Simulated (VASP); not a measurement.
**Na: single point with r2SCAN**

Na:

```
Na
1.0
    -2.18102    2.18102    2.18102
     2.18102   -2.18102    2.18102
     2.18102    2.18102   -2.18102
Na
1
Direct
  0.00000 0.00000 0.00000
```

This cell differs from its parent crystal: strain +0.030 along x and y, +0.030 along z.

```yaml
Program: VASP 6.6.1
Task: single point
Functional: r2SCAN
Potentials_or_basis: VASP PAW PBE potentials, release 64 (Na_pv)
Cutoff: 520 eV
k_mesh: 16 × 16 × 16
Occupations: gaussian, width 0.15 eV
Spin: no spin polarisation
```

```
Pressure : -0.7 GPa
```

Levels at points of the mesh, in eV from the Fermi level:
```
           k point  band 1  band 2  band 3  band 4  band 5  band 6  band 7
(0.00, 0.00, 0.00)  -26.12  -26.12  -26.12   -3.26   11.70   11.70   11.70
(0.50, 0.00, 0.00)  -26.14  -26.13  -26.12    0.70    1.31    8.21    9.25
(0.50, 0.50, 0.50)  -26.14  -26.14  -26.14    4.52    4.52    4.91    4.91
```

It took 2.7 min on 1 thread of Oxide Virtual Turin-like Processor (shared host), peak memory 0.16 GiB.

Caveat: the cell differs from its parent crystal (strain +0.030 along x and y, +0.030 along z); the PAW data sets were made with another functional, which shifts forces and pressure a little.
